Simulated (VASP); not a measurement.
# Nb5O (P6/mmm) in VASP: notebook, part 2 of 2

VASP 6.6.1.

**4. Single point, PBE, collinear spin**

This run uses another cell than the first one, of 28.81 Å³/atom.

Input file INCAR:

```
SYSTEM = Nb5O
  PREC = Accurate
  ENCUT = 520
  EDIFF = 1E-6
  ISMEAR = 0
  SIGMA = 0.1
  LREAL = .FALSE.
  LASPH = .TRUE.
  NELM = 150
  ALGO = Normal
  ISIF = 2
  LWAVE = .FALSE.
  LCHARG = .FALSE.
  ISPIN = 2
  MAGMOM = 0.15 0.15 0.15 0.15 1.45 0.44
  LORBIT = 11
  LMAXMIX = 4
  GGA = PE
  NBANDS = 48
```

Input file KPOINTS:

```
Automatic mesh
0
G
  3 3 4
  0 0 0
```

Input file POSCAR:

```
Nb5O
1.0
    6.0450392700      0.0000000000      0.0000000000
   -3.0225196400      5.2351575800      0.0000000000
    0.0000000000      0.0000000000      5.4612827000
Nb O
5 1
Direct
    0.3333333300      0.6666666700      0.2926798100
    0.3333333300      0.6666666700      0.7073201900
    0.6666666700      0.3333333300      0.7073201900
    0.6666666700      0.3333333300      0.2926798100
    0.0000000000      0.0000000000      0.5000000000
    0.0000000000      0.0000000000      0.0000000000
```

Potentials or basis: VASP PAW PBE potentials, release 64 (Nb_sv, O).

On the command line:

```bash
cat potpaw_PBE.64/Nb_sv/POTCAR potpaw_PBE.64/O/POTCAR > POTCAR
mpirun -np 1 vasp_std > vasp.out
```

OUTCAR:

```text
SYSTEM = Nb5O
   PREC = Accurate
   ENCUT = 520
   EDIFF = 1E-6
   ISMEAR = 0
   LREAL = .FALSE.
   LASPH = .TRUE.
   NELM = 150
   ISIF = 2
   ISPIN = 2
   LORBIT = 11
   GGA = PE

 ion  position               nearest neighbor table
   1  0.333  0.667  0.293-   2 2.26
   2  0.333  0.667  0.707-   1 2.26
   3  0.667  0.333  0.707-   4 2.26
   4  0.667  0.333  0.293-   3 2.26
   5  0.000  0.000  0.500-
   6  0.000  0.000  0.000-

  LATTYP: Found a hexagonal cell.
 ALAT       =     6.0450392700
 C/A-ratio  =     0.9034321294

  Lattice vectors:

 A1 = (   6.0450392700,   0.0000000000,   0.0000000000)
 A2 = (  -3.0225196400,   5.2351575800,   0.0000000000)
 A3 = (   0.0000000000,   0.0000000000,   5.4612827000)

Analysis of symmetry for initial positions (statically):
=====================================================================
 Subroutine PRICEL returns:
 Original cell was already a primitive cell.

 Routine SETGRP: Setting up the symmetry group for a
 hexagonal supercell.

 Subroutine GETGRP returns: Found 24 space group operations
 (whereof 24 operations were pure point group operations)
 out of a pool of 24 trial point group operations.

The static configuration has the point symmetry D_6h.

Analysis of symmetry for dynamics (positions and initial velocities):
=====================================================================
 Subroutine PRICEL returns:
 Original cell was already a primitive cell.

 Routine SETGRP: Setting up the symmetry group for a
 hexagonal supercell.

 Subroutine GETGRP returns: Found 24 space group operations
 (whereof 24 operations were pure point group operations)
 out of a pool of 24 trial point group operations.

The dynamic configuration has the point symmetry D_6h.
[... 155 lines left out ...]

 val. band max:        4.6304029937   @ k =   0.3333   0.3333   0.5000
 cond. band min:       4.6353537254   @ k =   0.3333   0.3333   0.0000
 fundamental gap:      0.0049507317
 Fermi energy:         4.6314674178

 spin component 1

 k-point     1 :       0.0000    0.0000    0.0000
  band No.  band energies     occupation
      1     -51.6947      1.00000
      2     -50.7113      1.00000
      3     -50.6983      1.00000
      4     -50.1707      1.00000
      5     -50.1590      1.00000
      6     -27.7706      1.00000
[... 439 lines left out ...]
     46       5.8015      0.00000
     47       6.0906      0.00000
 Fermi energy:         4.6314674178

 spin component 2

 k-point     1 :       0.0000    0.0000    0.0000
  band No.  band energies     occupation
      1     -50.7244      1.00000
      2     -50.5853      1.00000
      3     -50.5724      1.00000
      4     -50.0491      1.00000
      5     -50.0374      1.00000
      6     -27.6121      1.00000
[... 439 lines left out ...]
     46       6.4109      0.00000
     47       6.4109      0.00000
 [bands above 47 left out]

------------------------ aborting loop because EDIFF is reached ----------------------------------------

  FORCE on cell =-STRESS in cart. coord.  units (eV):
  Direction    XX          YY          ZZ          XY          YZ          ZX
  --------------------------------------------------------------------------------------
  -------------------------------------------------------------------------------------
  Total      -18.3838017    -18.3838018    -25.1832003      0.0000000     -0.0000000      0.0000000
  in kB     -170.4207085   -170.4207088   -233.4521932      0.0000002     -0.0000000      0.0000000
  external PRESSURE =    -191.4312035 kB  Pullay stress =       0.0000000 kB

 VOLUME and BASIS-vectors are now :
 -----------------------------------------------------------------------------
  energy-cutoff  :      520.00
  volume of cell :      172.83
      direct lattice vectors                 reciprocal lattice vectors
     6.045039270  0.000000000  0.000000000     0.165424897  0.095508109  0.000000000
    -3.022519640  5.235157580  0.000000000     0.000000000  0.191016218  0.000000000
     0.000000000  0.000000000  5.461282700     0.000000000  0.000000000  0.183107166

 POSITION                                       TOTAL-FORCE (eV/Angst)
 -----------------------------------------------------------------------------------
     -0.00000      3.49011      1.59841         0.000000      0.000000      0.299811
     -0.00000      3.49011      3.86288         0.000000      0.000000     -0.299811
      3.02252      1.74505      3.86288        -0.000000     -0.000000     -0.299811
      3.02252      1.74505      1.59841        -0.000000     -0.000000      0.299811
      0.00000      0.00000      2.73064        -0.000000     -0.000000      0.000000
      0.00000      0.00000      0.00000        -0.000000     -0.000000      0.000000
 -----------------------------------------------------------------------------------
    total drift:                               -0.000000      0.000000      0.000000

  FREE ENERGIE OF THE ION-ELECTRON SYSTEM (eV)
  ---------------------------------------------------
  free  energy   TOTEN  =       -44.7633045309 eV

  energy  without entropy=      -44.7150111638  energy(sigma->0) =      -44.73915785

 total charge

# of ion       s       p       d       tot
------------------------------------------
    1        2.167   5.924   2.600  10.691
    2        2.167   5.924   2.600  10.691
    3        2.167   5.924   2.600  10.691
    4        2.167   5.924   2.600  10.691
    5        2.134   5.924   2.203  10.261
    6        1.595   3.105   0.000   4.700
--------------------------------------------------
tot         12.398  32.728  12.601  57.726

 magnetization (x)

# of ion       s       p       d       tot
------------------------------------------
    1        0.004   0.003   0.180   0.186
    2        0.004   0.003   0.180   0.186
    3        0.004   0.003   0.180   0.186
    4        0.004   0.003   0.180   0.186
    5        0.020   0.011   1.360   1.392
    6        0.005   0.337   0.000   0.343
--------------------------------------------------
tot          0.041   0.361   2.079   2.480
```

OSZICAR:

```text
N       E                     dE             d eps       ncg     rms          rms(c)
DAV:   1     0.823632704836E+03    0.82363E+03   -0.37603E+04  1808   0.142E+03
DAV:   2     0.286804998273E+02   -0.79495E+03   -0.77023E+03  2064   0.576E+02
DAV:   3    -0.461317127745E+02   -0.74812E+02   -0.72385E+02  2976   0.121E+02
[... 14 lines left out ...]
DAV:  18    -0.447631393590E+02   -0.27398E-02   -0.62635E-03  2296   0.343E-01    0.883E-02
DAV:  19    -0.447632774621E+02   -0.13810E-03   -0.91812E-04  2792   0.119E-01    0.451E-02
DAV:  20    -0.447632784230E+02   -0.96092E-06   -0.21867E-04  2552   0.575E-02    0.285E-02
DAV:  21    -0.447633025085E+02   -0.24086E-04   -0.56402E-05  2392   0.333E-02    0.929E-03
DAV:  22    -0.447633039172E+02   -0.14086E-05   -0.10980E-05  2232   0.148E-02    0.746E-03
DAV:  23    -0.447633045309E+02   -0.61371E-06   -0.15486E-06  1584   0.632E-03
   1 F= -.44763305E+02 E0= -.44739158E+02  d E =-.482934E-01  mag=     3.3033
```

Run time: 2.4 min. Hardware: 1 thread of Intel Xeon 6975P-C (Granite Rapids), shared host; peak memory 0.42 GiB.

What came out:

| Quantity | Value |
| --- | --- |
| Free energy | -44.7633 eV |
| Pressure | -19.1 GPa |
| Largest force | 0.300 eV/Å |
| Net moment | 3.31 μB per cell |
| Site moments | Nb +0.19, +1.39 (each value once); O +0.34 μB |
| Valence electrons inside the program's atomic spheres | Nb 10.69, 10.26 (each value once); O 4.70 |

Forces in eV/Å, atoms in the order of the input:
```
Nb   0.000  0.000  0.300
Nb   0.000  0.000 -0.300
Nb   0.000  0.000 -0.300
Nb   0.000  0.000  0.300
Nb   0.000  0.000  0.000
O    0.000  0.000  0.000
```

Caveat: the k points lie up to 0.40 Å⁻¹ apart.

**5. Overview**

| task | spin | cell | k mesh | cutoff (eV) | gap on the mesh (eV) | pressure (GPa) | largest force (eV/Å) |
| --- | --- | --- | --- | --- | --- | --- | --- |
| single point | off | a = 4.691, b = 4.691, c = 5.315 Å, angles 90.0, 90.0, 120.0°, 6 atoms, atomic positions A | 6 × 6 × 4 | 520 | none | 0.0 | 0.03 |
| relaxation of cell and atoms | off | relaxed from a = 4.718, b = 4.718, c = 5.260 Å, angles 90.0, 90.0, 120.0°, 6 atoms, atomic positions A | 6 × 6 × 4 | 600 | none | 0.1 | 0.03 |
| single point | collinear | a = 6.045, b = 6.045, c = 5.461 Å, angles 90.0, 90.0, 120.0°, 6 atoms, atomic positions B | 3 × 3 × 4 | 520 | none | -19.1 | 0.30 |

Alike in all rows: level PBE; potentials or basis VASP PAW PBE potentials, release 64 (Nb_sv, O); smearing gaussian 0.1 eV.

Caveats: some runs use coarse meshes; an odd number of electrons without spin polarisation forces a metal (at least some runs); a magnetic or distorted state may lie lower (at least some runs).

Absolute energies hang on the potentials; compare differences alone.
